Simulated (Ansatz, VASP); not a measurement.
**TlBr: VASP beside Ansatz**

File INCAR:

```
ALGO = Normal
EDIFF = 1E-7
EDIFFG = -0.005
ENCUT = 500
GGA = PE
GGA_COMPAT = F
IBRION = 2
ISIF = 3
ISMEAR = -1
LASPH = T
LCHARG = F
LREAL = F
LWAVE = F
NELM = 120
NELMIN = 4
NSW = 32
PREC = Accurate
SIGMA = 0.02
```

Contents of KPOINTS:

```
k-points
0
Gamma
  7 7 7
```

POSCAR

```
TlBr
1.0
    4.0527484318      0.0000000000      0.0000000000
    0.0000000000      4.0527484318      0.0000000000
    0.0000000000      0.0000000000      4.0527484318
Tl Br
1 1
Direct
    0.0000000000      0.0000000000      0.0000000000
    0.5000000000      0.5000000000      0.5000000000
```

Input for Ansatz:

```yaml
crystal:
  lattice:
    - [4.0527484318, 0.0, 0.0]
    - [0.0, 4.0527484318, 0.0]
    - [0.0, 0.0, 4.0527484318]
  atoms:
    - { symbol: Tl, position: [0.0, 0.0, 0.0] }
    - { symbol: Br, position: [0.5, 0.5, 0.5] }
kpoints:
  mp_grid: { grid: [7, 7, 7] }
scf:
  occupations: { method: fermi_dirac, width: 0.02 }
hamiltonian:
  xc: pbe
  pseudopotentials: { kind: all_electron, lapw: { basis_error: 0.0005 } }
output:
  forces: true
  stress: true
  eigenvalues: true
relax:
  f_tol: 0.005
  max_steps: 12
  cell: {}
```

Alike in both runs: task relaxation of cell and atoms; functional PBE; k mesh 7 × 7 × 7; occupations fermi-dirac, width 0.02 eV; no spin polarisation.

|  | VASP | Ansatz |
| --- | --- | --- |
| version | VASP 6.6.1 | Ansatz 0.2.0 |
| potentials or method | VASP PAW PBE potentials, release 64 (Tl_d, Br), cutoff 500 eV | all-electron LAPW, scalar-relativistic |

|  | VASP | Ansatz | Ansatz less VASP |
| --- | --- | --- | --- |
| gap on the k mesh at the Fermi level, each at its own relaxed structure (eV) | 2.37 | 2.37 | -0.003 |
| relaxed volume (Å³/atom) | 33.25 | 33.28 | +0.033 |
| relaxed cell length with the largest relative difference (Å) | 4.051 | 4.053 | +0.0013 |

Ansatz ran all-electron here, and VASP with PAW potentials.

Neither program's run includes spin-orbit coupling.
